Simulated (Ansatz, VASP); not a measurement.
# One calculation of Rh, two programs

```xyz
1
Lattice="0.0000 1.9152 1.9152 1.9152 0.0000 1.9152 1.9152 1.9152 0.0000" Properties=species:S:1:pos:R:3 pbc="T T T"
Rh    0.0000    0.0000    0.0000
```

Alike in both runs: functional PBE; k mesh 19 × 19 × 19; occupations fermi-dirac, width 0.05 eV; no spin polarisation.

Ansatz relaxed the structure, and its values are those at the end. VASP's run is a single point on that final structure, the one shown.

```csv
,VASP,Ansatz
version,VASP 6.6.1,Ansatz 0.2.0
potentials or method,"VASP PAW PBE potentials, release 64 (Rh_pv)","PAW with Ansatz's default frozen-core files, scalar-relativistic"
plane-wave cutoff (eV),520,420
valence electrons in the cell,15,17
```

|  | VASP | Ansatz | Ansatz less VASP |
| --- | --- | --- | --- |
| pressure (GPa) | 0.0 | 0.0 | -0.03 |

VASP's potentials hold 15 valence electrons a cell and Ansatz's 17, so a difference there can come from the potentials and not from the codes.
